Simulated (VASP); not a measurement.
Crystal: Br.

```
Br
1.0
     3.36325   -2.32255    0.00000
     3.36325    2.32255    0.00000
     0.00000    0.00000    8.70230
Br
4
Direct
  0.36510 0.63490 0.39010
  0.13490 0.86510 0.89010
  0.63490 0.36510 0.60990
  0.86510 0.13490 0.10990
```

Base run:

* Program: VASP 6.6.1
* Functional: r2SCAN
* Potentials or basis: VASP PAW PBE potentials, release 64 (Br)
* Cutoff: 520 eV
* k mesh: 4 × 4 × 2
* Occupations: fermi-dirac, width 0.05 eV
* Spin: no spin polarisation

Its results: band gap on the k mesh 2.16 eV (least direct gap 2.23 eV); pressure 0.7 GPa; largest force 0.578 eV/Å.

Question: After a change of settings the same cell gave: band gap on the k mesh 1.82 eV (least direct gap 1.86 eV); pressure 0.2 GPa; largest force 0.743 eV/Å. Which change was it?
A. k mesh from 4 × 4 × 2 to 6 × 6 × 4; occupations from fermi-dirac, width 0.05 eV to gaussian, width 0.01 eV
B. functional from r2SCAN to PBEsol
C. k mesh from 4 × 4 × 2 to 7 × 7 × 3; further incar settings from ALGO = Normal; EDIFF = 1e-07; NBANDS = 22 to ALGO = Normal; EDIFF = 1e-06; NBANDS = 22
D. functional from r2SCAN to revPBE

Answer: B.

Caveats: the PAW data sets were made with another functional, which shifts forces and pressure a little; this functional lacks dispersion, which holds the molecules together, so the pressure and a relaxed volume are unreliable (at least some runs).
